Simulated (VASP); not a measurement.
# SiNi2 (P6_3/mmc) in VASP: further runs

The runs below take SiNi2 through single point, with PBEsol.

Everything below comes from runs of VASP 6.6.1. Logs are shortened: lines on timing, memory, paths and dates and some standing lists are left out, and cuts for length are marked.

## 1. The cell of the first run

Symmetry: P6_3/mmc, No. 194, hexagonal system. Conventional cell: a = 3.868 Å, b = 3.868 Å, c = 4.917 Å, α = 90.00°, β = 90.00°, γ = 120.00°. Si (site symmetry -6m2) has 11 Ni at 2.23 to 2.55 Å within 3.0 Å. Within 3.2 Å of Ni (site symmetry -3m) lie 8 Ni at 2.46 to 2.55 Å and 6 Si at 2.55 Å. Ni (site symmetry -6m2) has 5 Si at 2.23 to 2.46 Å and 6 Ni at 2.55 Å within 3.0 Å.

## 2. Single point, PBEsol

INCAR

```
PREC = Accurate ; ENCUT = 520
EDIFF = 1E-6 ; ISMEAR = 0
SIGMA = 0.1 ; LREAL = False
LASPH = True ; NELM = 60
ALGO = Normal ; ISIF = 2
LWAVE = False ; LCHARG = False
GGA = PS ; NBANDS = 33
```

KPOINTS

```
Automatic mesh
0
Gamma
  9 9 7
```

POSCAR

```
SiNi2
1.0
    3.8684636528      0.0000000000      0.0000000000
   -1.9342318264      3.3501877970      0.0000000000
    0.0000000000      0.0000000000      4.9169852583
Si Ni
2 4
Direct
    0.3333333333      0.6666666667      0.7500000000
    0.6666666667      0.3333333333      0.2500000000
    0.0000000000      0.0000000000      0.0000000000
    0.0000000000      0.0000000000      0.5000000000
    0.3333333333      0.6666666667      0.2500000000
    0.6666666667      0.3333333333      0.7500000000
```

Potentials or basis: VASP PAW PBE potentials, release 64 (Si, Ni).

On the command line:

```console
cat potpaw_PBE.64/Si/POTCAR potpaw_PBE.64/Ni/POTCAR > POTCAR
mpirun -np 1 vasp_std > vasp.out
```

OUTCAR:

```text
PREC = Accurate
   ENCUT = 520
   EDIFF = 1E-6
   ISMEAR = 0
   LREAL = False
   LASPH = True
   NELM = 60
   ISIF = 2
   GGA = PS

 ion  position               nearest neighbor table
   1  0.333  0.667  0.750-   6 2.23   6 2.23   6 2.23   5 2.46   5 2.46   3 2.55   4 2.55   4 2.55
                             3 2.55   4 2.55   3 2.55
   2  0.667  0.333  0.250-   5 2.23   5 2.23   5 2.23   6 2.46   6 2.46   3 2.55   4 2.55   3 2.55
                             4 2.55   3 2.55   4 2.55
   3  0.000  0.000  0.000-   4 2.46   4 2.46   1 2.55   5 2.55   6 2.55   2 2.55   2 2.55   6 2.55
                             1 2.55   5 2.55   2 2.55   6 2.55   1 2.55   5 2.55
   4  0.000  0.000  0.500-   3 2.46   3 2.46   1 2.55   5 2.55   6 2.55   2 2.55   2 2.55   6 2.55
                             1 2.55   5 2.55   2 2.55   6 2.55   1 2.55   5 2.55
   5  0.333  0.667  0.250-   2 2.23   2 2.23   2 2.23   1 2.46   1 2.46   3 2.55   4 2.55   4 2.55
                             3 2.55   4 2.55   3 2.55
   6  0.667  0.333  0.750-   1 2.23   1 2.23   1 2.23   2 2.46   2 2.46   3 2.55   4 2.55   3 2.55
                             4 2.55   3 2.55   4 2.55

  LATTYP: Found a hexagonal cell.
 ALAT       =     3.8684636528
 C/A-ratio  =     1.2710434166

  Lattice vectors:

 A1 = (   3.8684636528,   0.0000000000,   0.0000000000)
 A2 = (  -1.9342318264,   3.3501877970,   0.0000000000)
 A3 = (   0.0000000000,   0.0000000000,   4.9169852583)

Analysis of symmetry for initial positions (statically):
=====================================================================
 Subroutine PRICEL returns:
 Original cell was already a primitive cell.

 Routine SETGRP: Setting up the symmetry group for a
 hexagonal supercell.

 Subroutine GETGRP returns: Found 24 space group operations
 (whereof 12 operations were pure point group operations)
 out of a pool of 24 trial point group operations.

The static configuration has the point symmetry D_3d.
 The point group associated with its full space group is D_6h.

Analysis of symmetry for dynamics (positions and initial velocities):
=====================================================================
 Subroutine PRICEL returns:
 Original cell was already a primitive cell.

 Routine SETGRP: Setting up the symmetry group for a
 hexagonal supercell.

 Subroutine GETGRP returns: Found 24 space group operations
 (whereof 12 operations were pure point group operations)
 out of a pool of 24 trial point group operations.

The dynamic configuration has the point symmetry D_3d.
 The point group associated with its full space group is D_6h.

 Subroutine INISYM returns: Found 24 space group operations
 (whereof 12 operations are pure point group operations),
 and found     1 'primitive' translations

----------------------------------------------------------------------------------------

                                     Primitive cell

  volume of cell :      63.7245

  direct lattice vectors                    reciprocal lattice vectors
     3.868463653  0.000000000  0.000000000     0.258500555  0.149245365  0.000000000
    -1.934231826  3.350187797  0.000000000     0.000000000  0.298490730  0.000000000
     0.000000000  0.000000000  4.916985258     0.000000000  0.000000000  0.203376652

  length of vectors
     3.868463653  3.868463653  4.916985258     0.298490730  0.298490730  0.203376652

  position of ions in fractional coordinates (direct lattice)
     0.333333333  0.666666667  0.750000000
     0.666666667  0.333333333  0.250000000
     0.000000000  0.000000000  0.000000000
     0.000000000  0.000000000  0.500000000
     0.333333333  0.666666667  0.250000000
     0.666666667  0.333333333  0.750000000

  ion indices of the primitive-cell ions
   primitive index   ion index
                 1           1
                 2           2
                 3           3
                 4           4
                 5           5
                 6           6

----------------------------------------------------------------------------------------

 KPOINTS: Automatic mesh

Automatic generation of k-mesh.
 Grid dimensions read from file:
 generate k-points for:    9    9    7

 Generating k-lattice:

  Cartesian coordinates                     Fractional coordinates (reciprocal lattice)
     0.028722284  0.016582818  0.000000000     0.111111111  0.000000000  0.000000000
     0.000000000  0.033165637  0.000000000     0.000000000  0.111111111  0.000000000
     0.000000000  0.000000000  0.029053807     0.000000000  0.000000000  0.142857143

  Length of vectors
     0.033165637  0.033165637  0.029053807

  Shift w.r.t. Gamma in fractional coordinates (k-lattice)
     0.000000000  0.000000000  0.000000000

 Subroutine IBZKPT returns following result:
 ===========================================

 Found     48 irreducible k-points:

 Following reciprocal coordinates:
            Coordinates               Weight
  0.000000  0.000000  0.000000      1.000000
  0.111111 -0.000000  0.000000      6.000000
  0.222222 -0.000000  0.000000      6.000000
  0.333333 -0.000000  0.000000      6.000000
  0.444444 -0.000000  0.000000      6.000000
  0.111111  0.111111  0.000000      6.000000
[... 16 lines left out ...]
  0.333333  0.222222  0.142857     24.000000
  0.333333  0.333333  0.142857      4.000000
 [... further k-points ...]
   k-points           NKPTS =     48   k-points in BZ     NKDIM =     48   number of bands    NBANDS=     33
   number of dos      NEDOS =    301   number of ions     NIONS =      6
   total plane-waves  NPLWV =  36000
   dimension x,y,z NGX =    30 NGY =   30 NGZ =   40
   dimension x,y,z NGXF=    60 NGYF=   60 NGZF=   80
   ions per type =               2   4
   NGX,Y,Z   is equivalent  to a cutoff of  12.89, 12.89, 13.52 a.u.
   NGXF,Y,Z  is equivalent  to a cutoff of  25.78, 25.78, 27.05 a.u.
 SYSTEM =  unknown system
   PREC   = accura    normal or accurate (medium, high low for compatibility)
   ISTART =      0    job   : 0-new  1-cont  2-samecut
   ICHARG =      2    charge: 1-file 2-atom 10-const
   ISPIN  =      1    spin polarized calculation?
   LNONCOLLINEAR =      F non collinear calculations
   LSORBIT =      F    spin-orbit coupling
   LASPH  =      T    aspherical Exc in radial PAW
   ENCUT  =  520.0 eV  38.22 Ry    6.18 a.u.   7.19  7.19  9.14*2*pi/ulx,y,z
   NELM   =     60;   NELMIN=  2; NELMDL= -5     # of ELM steps
   EDIFF  = 0.1E-05   stopping-criterion for ELM
   LREAL  =      F    real-space projection
   EDIFFG = 0.1E-04   stopping-criterion for IOM
   NSW    =      0    number of steps for IOM
   IBRION =     -1    ionic relax: 0-MD 1-quasi-New 2-CG
   NFREE  =      0    steps in history (QN), initial steepest desc. (CG)
   ISIF   =      2    stress and relaxation
   ISYM   =      2    0-nonsym 1-usesym 2-fastsym
   POTIM  = 0.5000    time-step for ionic-motion
   TEBEG  =    0.0;   TEEND  =   0.0 temperature during run
   PSTRESS=    0.0 pullay stress
   NELECT =      48.0000    total number of electrons
   NUPDOWN=      -1.0000    fix difference up-down
   EMIN   =  10.00;   EMAX   =-10.00  energy-range for DOS
   EFERMI =   0.00;   METHOD = LEGACY
   ISMEAR =     0;   SIGMA  =   0.10  broadening in eV -4-tet -1-fermi 0-gaus
   EFERMI_NEDOS =   21; number of points for ismear=-14 and -15
   IALGO  =     38    algorithm
   IMIX   =      4    mixing-type and parameters
     AMIX     =   0.40;   BMIX     =  1.00
     AMIX_MAG =   1.60;   BMIX_MAG =  1.00
  volume/ion in A,a.u.               =      10.62        71.67
  Fermi-wavevector in a.u.,A,eV,Ry     =   1.489543  2.814828 30.187769  2.218738
  Thomas-Fermi vector in A             =   2.602438
   LORBIT       =      0    0 simple, 1 ext, 2 COOP (PROOUT), +10 PAW based schemes
   GGA     = PS    functional components
   LHFCALC =     F    Hartree Fock is set to
   AEXX    =    0.0000 exact exchange contribution
   IVDW    =     0    specifies the selected vdW correction
   LEPSILON=     F    determine dielectric tensor
   LRPA    =     F    only Hartree local field effects (RPA)
 non-spin polarized calculation
 Gauss-broadening in eV      SIGMA  =   0.10
  energy-cutoff  :      520.00
  volume of cell :       63.72
 maximum number of plane-waves:      1731
 NGX is ok and might be reduce to    30

 number of electron      47.9999978 magnetization

 Free energy of the ion-electron system (eV)
  ---------------------------------------------------
  ext. energy  EPLUGINS =         0.00000000
  ---------------------------------------------------
  free energy    TOTEN  =       -39.56425084 eV

  energy without entropy =      -39.54871616  energy(sigma->0) =      -39.55648350

 E-fermi :  11.4152     XC(G=0): -13.2175

 val. band max:       11.4076559492   @ k =   0.2222   0.2222   0.1429
 cond. band min:      11.4406312541   @ k =   0.2222   0.1111   0.2857
 fundamental gap:      0.0329753049
 Fermi energy:        11.4151604735

 k-point     1 :       0.0000    0.0000    0.0000
  band No.  band energies     occupation
      1      -1.3973      2.00000
      2       3.1200      2.00000
      3       4.8110      2.00000
      4       6.1972      2.00000
      5       6.1972      2.00000
      6       7.3675      2.00000
[... 25 lines left out ...]
     32      17.0868      0.00000
     33      19.7801      0.00000

 k-point     2 :       0.1111   -0.0000    0.0000
  band No.  band energies     occupation
      1      -1.2355      2.00000
      2       3.1459      2.00000
      3       4.9235      2.00000
      4       6.1694      2.00000
      5       6.2812      2.00000
      6       6.9095      2.00000
[... 25 lines left out ...]
     32      18.0018      0.00000
     33      18.8546      0.00000
[... 754 lines left out ...]
     32      19.3430      0.00000
     33      20.6658      0.00000

 k-point    24 :       0.3333    0.3333    0.1429
  band No.  band energies     occupation
      1       2.0331      2.00000
      2       2.0331      2.00000
      3       4.2682      2.00000
      4       5.7590      2.00000
      5       5.7590      2.00000
      6       6.9328      2.00000
[... 25 lines left out ...]
     32      18.9601      0.00000
     33      21.1734      0.00000

 [... further k-points ...]

------------------------ aborting loop because EDIFF is reached ----------------------------------------

  FORCE on cell =-STRESS in cart. coord.  units (eV):
  Direction    XX          YY          ZZ          XY          YZ          ZX
  --------------------------------------------------------------------------------------
  -------------------------------------------------------------------------------------
  Total        0.1298250      0.1298250      0.0604540      0.0000000      0.0000000      0.0000000
  in kB        3.2640923      3.2640923      1.5199482      0.0000000      0.0000000      0.0000000
  external PRESSURE =       2.6827109 kB  Pullay stress =       0.0000000 kB

 VOLUME and BASIS-vectors are now :
 -----------------------------------------------------------------------------
  energy-cutoff  :      520.00
  volume of cell :       63.72
      direct lattice vectors                 reciprocal lattice vectors
     3.868463653  0.000000000  0.000000000     0.258500555  0.149245365  0.000000000
    -1.934231826  3.350187797  0.000000000     0.000000000  0.298490730  0.000000000
     0.000000000  0.000000000  4.916985258     0.000000000  0.000000000  0.203376652

 POSITION                                       TOTAL-FORCE (eV/Angst)
 -----------------------------------------------------------------------------------
     -0.00000      2.23346      3.68774         0.000000      0.000000     -0.000000
      1.93423      1.11673      1.22925        -0.000000     -0.000000      0.000000
      0.00000      0.00000      0.00000        -0.000000      0.000000      0.000000
      0.00000      0.00000      2.45849        -0.000000      0.000000      0.000000
     -0.00000      2.23346      1.22925         0.000000      0.000000      0.000000
      1.93423      1.11673      3.68774         0.000000      0.000000      0.000000
 -----------------------------------------------------------------------------------
    total drift:                               -0.000000      0.000000      0.000000

  FREE ENERGIE OF THE ION-ELECTRON SYSTEM (eV)
  ---------------------------------------------------
  free  energy   TOTEN  =       -39.5642508428 eV

  energy  without entropy=      -39.5487161648  energy(sigma->0) =      -39.55648350
```

Run time: 60 s. Hardware: 1 thread of AMD EPYC 9R45 (Zen 5), shared host; peak memory 0.19 GiB.

What came out:

```yaml
Free_energy: -39.5643 eV
Pressure: 0.3 GPa
Band_gap_on_the_k_mesh: zero (bands 24 and 25 overlap by 3.29 eV)
```

Caveat: the PAW data sets were made with another functional, which shifts forces and pressure a little. Spin polarisation is off, so any magnetic state and its effect on volume and gap are missing.

## 3. Single point, PBEsol (equal strain along all axes, cell held: -4.0 %)

INCAR

```
  PREC = Accurate
  ENCUT = 690
  EDIFF = 1E-6
  ISMEAR = 0
  SIGMA = 0.1
  LREAL = False
  LASPH = True
  NELM = 120
  ALGO = Normal
  ISIF = 2
  LWAVE = False
  LCHARG = True
  GGA = PS
  LELF = True
  LVHAR = True
  NBANDS = 49
  GGA_COMPAT = False
```

KPOINTS

```
regular mesh
0
Gamma
  12 12 8
```

Changes to POSCAR since step 2:

```diff
@@ -2,5 +2,5 @@
 1.0
-    3.8684636528      0.0000000000      0.0000000000
-   -1.9342318264      3.3501877970      0.0000000000
-    0.0000000000      0.0000000000      4.9169852583
+    3.7137250405      0.0000000000      0.0000000000
+   -1.8568625202      3.2161802277      0.0000000000
+    0.0000000000      0.0000000000      4.7203058467
 Si Ni
```

Potentials or basis: VASP PAW PBE potentials, release 64 (Si, Ni_sv_GW).

On the command line:

```console
cat potpaw_PBE.64/Si/POTCAR potpaw_PBE.64/Ni_sv_GW/POTCAR > POTCAR
mpirun -np 1 vasp_std > vasp.out
```

Wall time 4.2 min (1 thread of Intel Xeon 6975P-C (Granite Rapids), shared host); peak memory 0.45 GiB.

It converged, with:

```yaml
Free_energy: -42.4868 eV
Pressure: 36.5 GPa
Band_gap_on_the_k_mesh: zero (bands 40 and 41 overlap by 3.92 eV)
```

Stress tensor (GPa, compression positive):
```
38.31  0.00  0.00
 0.00 38.31  0.00
 0.00  0.00 32.76
```

Levels at points of the mesh, in eV from the Fermi level:
| k point | band 37 | band 38 | band 39 | band 40 | band 41 | band 42 | band 43 | band 44 |
| --- | --- | --- | --- | --- | --- | --- | --- | --- |
| (0.00, 0.00, 0.00) | -0.76 | -0.76 | 0.18 | 2.87 | 2.87 | 3.28 | 3.28 | 3.36 |
| (0.50, 0.00, 0.00) | -1.65 | -1.46 | -1.25 | -0.83 | -0.66 | 1.69 | 2.12 | 3.47 |
| (0.00, 0.00, 0.50) | -1.52 | -1.52 | 2.81 | 2.81 | 3.66 | 3.66 | 3.66 | 3.67 |
| (0.50, 0.00, 0.50) | -1.53 | -1.53 | -1.09 | -1.09 | 1.10 | 1.10 | 3.49 | 3.49 |

Caveat: the cell differs from its parent crystal (equal strain along all axes, cell held: -4.0 %); the stress differs along the axes, from 33 to 38 GPa; the PAW data sets were made with another functional, which shifts forces and pressure a little. Spin polarisation is off, so any magnetic state and its effect on volume and gap are missing.

## 4. Single point, PBEsol

This run uses another cell than the first one: it holds 12 atoms, not 6.

INCAR

```
SYSTEM = SiNi2
ALGO = Fast
EDIFF = 1E-7
ENCUT = 520
GGA = PS
ISIF = 2
ISMEAR = 0
LASPH = .True.
LCHARG = .False.
LREAL = .False.
LWAVE = .False.
NBANDS = 60
NELM = 100
PREC = Accurate
SIGMA = 0.1
```

KPOINTS

```
k-points
0
Gamma
  10 8 6
  0 0 0
```

POSCAR

```
SiNi2
1.0
   -3.8684636568      0.0000000000      0.0000000000
    0.0000000000      0.0000000000     -4.9169852768
    0.0000000000     -6.7003756008      0.0000000000
Si Ni
4 8
Direct
    0.5000000000      0.2500000000      0.1666666667
    0.0000000000      0.2500000000      0.6666666667
    0.0000000000      0.7500000000      0.3333333333
    0.5000000000      0.7500000000      0.8333333333
    0.0000000000      0.0000000000      0.0000000000
    0.5000000000      0.0000000000      0.5000000000
    0.0000000000      0.5000000000      0.0000000000
    0.5000000000      0.5000000000      0.5000000000
    0.5000000000      0.7500000000      0.1666666667
    0.0000000000      0.7500000000      0.6666666667
    0.0000000000      0.2500000000      0.3333333333
    0.5000000000      0.2500000000      0.8333333333
```

Potentials or basis: VASP PAW PBE potentials, release 64 (Si, Ni).

On the command line:

```console
cat potpaw_PBE.64/Si/POTCAR potpaw_PBE.64/Ni/POTCAR > POTCAR
mpirun -np 1 vasp_std > vasp.out
```

Wall time 23 min (1 thread of Intel Xeon Platinum 8259CL at 2.50GHz (Skylake/Cascade Lake), shared host); peak memory 0.7 GiB.

Results (log left out):

```
Free energy            : -79.1278 eV
Pressure               : 0.2 GPa
Band gap on the k mesh : zero (bands 48 and 49 overlap by 2.31 eV)
```

Stress tensor (GPa, compression positive):
```
0.24 0.00 0.00
0.00 0.25 0.00
0.00 0.00 0.06
```

Levels at points of the mesh, in eV from the Fermi level:
```tsv
k point	band 44	band 45	band 46	band 47	band 48	band 49	band 50	band 51	band 52	band 53
(0.00, 0.00, 0.00)	-0.71	-0.65	-0.64	-0.57	0.14	1.22	1.87	2.75	2.75	2.76
(0.50, 0.00, 0.00)	-1.26	-1.18	-1.18	-0.60	-0.60	-0.06	-0.06	1.47	1.47	1.84
(0.00, 0.50, 0.00)	-1.28	-0.93	-0.93	0.97	0.97	2.23	2.23	2.96	2.96	3.33
(0.50, 0.50, 0.00)	-1.35	-0.64	-0.64	-0.64	-0.64	-0.05	-0.05	-0.05	-0.05	4.74
(0.00, 0.00, 0.50)	-0.70	-0.55	-0.55	-0.11	-0.11	-0.07	-0.07	2.32	2.32	2.73
(0.50, 0.00, 0.50)	-1.24	-1.04	-1.04	-0.70	-0.70	-0.57	-0.57	1.22	1.22	1.87
(0.00, 0.50, 0.50)	-1.30	0.22	0.22	0.22	0.22	1.56	1.56	1.56	1.56	2.77
(0.50, 0.50, 0.50)	-1.29	-0.93	-0.93	-0.93	-0.93	0.97	0.97	0.97	0.97	2.96
```

Caveat: the PAW data sets were made with another functional, which shifts forces and pressure a little. Spin polarisation is off, so any magnetic state and its effect on volume and gap are missing.

## 5. Summary

```tsv
potentials or basis	cell	k mesh	cutoff (eV)	gap on the mesh (eV)	pressure (GPa)
VASP PAW PBE potentials, release 64 (Si, Ni)	a = 3.868, b = 3.868, c = 4.917 Å, angles 90.0, 90.0, 120.0°, 6 atoms, atomic positions A	9 × 9 × 7	520	none	0.3
VASP PAW PBE potentials, release 64 (Si, Ni_sv_GW)	a = 3.714, b = 3.714, c = 4.720 Å, angles 90.0, 90.0, 120.0°, 6 atoms, atomic positions A	12 × 12 × 8	690	none	36.5
VASP PAW PBE potentials, release 64 (Si, Ni)	a = 3.868, b = 4.917, c = 6.700 Å, 12 atoms, atomic positions B	10 × 8 × 6	520	none	0.2
```

Alike in all rows: task single point; level PBEsol; no spin polarisation; smearing gaussian 0.1 eV.

Caveats: the PAW data sets were made with another functional, which shifts forces and pressure a little; the stress differs along the axes, from 33 to 38 GPa (at least some runs).

Total energies depend on the potentials used, so only differences within one code and one set of settings carry meaning.

The gap in the log of VASP goes by the Fermi energy; the results here count the filled bands.